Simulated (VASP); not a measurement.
Runs of VASP 6.6.1 on NaI. The structure is that of space group P2/m (No. 10), or close to it. The cells are those of the table. 

```tsv
cell	gap on the mesh (eV)	pressure (GPa)
a = 4.796, b = 4.102, c = 7.302 Å, angles 90.0, 101.0, 90.0°, 4 atoms	2.05	-0.2
a = 4.778, b = 4.102, c = 7.031 Å, angles 90.0, 95.6, 90.0°, 4 atoms	(b)	-0.2
a = 4.826, b = 4.102, c = 7.096 Å, angles 90.0, 106.8, 90.0°, 4 atoms	1.16	(a)
a = 4.796, b = 4.102, c = 7.055 Å, angles 90.0, 101.2, 90.0°, 4 atoms	1.87	0.1
a = 4.826, b = 4.102, c = 7.341 Å, angles 90.0, 106.5, 90.0°, 4 atoms	1.44	(c)
```

Alike in all rows: task single point; level PBE+D3(BJ); potentials or basis VASP PAW PBE potentials, release 64 (Na_pv, I); no spin polarisation; k mesh 6 × 8 × 4; cutoff (eV) 520; smearing gaussian 0.05 eV.

**Question.** Fill in the values left out.

**Answer.** (a) 0.7; (b) 2.36; (c) 0.2.

Caveats: spin-orbit coupling is left out, which moves the levels of the heavy elements.

A k mesh can miss the band edges, and the runs leave out spin-orbit coupling on I.
